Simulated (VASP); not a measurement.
Set up this calculation in VASP 6.6.1, as the native input.

```
Task                               : single point
Functional                         : HSE06
Potentials or basis                : VASP PAW PBE potentials, release 64 (Ca_sv, Se)
Cutoff                             : 520 eV
k mesh                             : 6 × 6 × 6
Occupations                        : gaussian, width 0.01 eV
Spin                               : no spin polarisation
Dipole correction                  : no
Grid for exact exchange (PRECFOCK) : Normal
Further INCAR settings             : ALGO = Normal; EDIFF = 1e-06; NBANDS = 15
Share of exact exchange            : 0.25
Screening parameter                : 0.2079 1/Å
```

CaSe:

```
Ca Se
1.0
     0.00000    2.96754    2.96754
     2.92777    0.00000    2.96754
     2.92777    2.96754    0.00000
Ca Se
1 1
Direct
  0.00000 0.00000 0.00000
  0.50000 0.50000 0.50000
```

This cell differs from its parent crystal: uniaxial x strain -1.3%.

The input as run:

POSCAR

```
CaSe
1.0
    0.0000000000      2.9675351259      2.9675351259
    2.9277701552      0.0000000000      2.9675351259
    2.9277701552      2.9675351259      0.0000000000
Ca Se
1 1
Direct
    0.0000000000      0.0000000000      0.0000000000
    0.5000000000      0.5000000000      0.5000000000
```

INCAR.step1

```
SYSTEM = CaSe
PREC = Accurate ; ENCUT = 520
EDIFF = 1E-5 ; ISMEAR = 0
SIGMA = 0.01 ; LREAL = .FALSE.
LASPH = .TRUE. ; NELM = 100
ALGO = Normal ; ISIF = 2
LWAVE = .TRUE. ; LCHARG = .FALSE.
NBANDS = 15 ; GGA = PE
```

INCAR.step2

```
SYSTEM = CaSe
PREC = Accurate ; ENCUT = 520
EDIFF = 1E-6 ; ISMEAR = 0
SIGMA = 0.01 ; LREAL = .FALSE.
LASPH = .TRUE. ; NELM = 100
ALGO = Normal ; ISIF = 2
LWAVE = .FALSE. ; LCHARG = .FALSE.
GGA = PE ; LHFCALC = .TRUE.
HFSCREEN = 0.2079 ; PRECFOCK = Normal
NBANDS = 15 ; ISTART = 1
```

KPOINTS

```
Automatic mesh
0
G
  6 6 6
  0 0 0
```

Potentials or basis: VASP PAW PBE potentials, release 64 (Ca_sv, Se).

Command:

```sh
$ cat potpaw_PBE.64/Ca_sv/POTCAR potpaw_PBE.64/Se/POTCAR > POTCAR
$ cp INCAR.step1 INCAR
$ mpirun -np 1 vasp_std > vasp.out
$ cp INCAR.step2 INCAR
$ mpirun -np 1 vasp_std > vasp.out
```

Results of the run:

```json
{
 "Pressure": "1.0 GPa",
 "Band gap on the k mesh": "2.97 eV (least direct gap 3.98 eV)"
}
```

Caveat: the cell differs from its parent crystal (uniaxial x strain -1.3%); the PAW data sets were made with another functional, which shifts forces and pressure a little.

Run time: 59 min on 1 thread of AMD EPYC 9R45 96-Core Processor (Zen 5), on a shared host, peak memory 0.28 GiB.
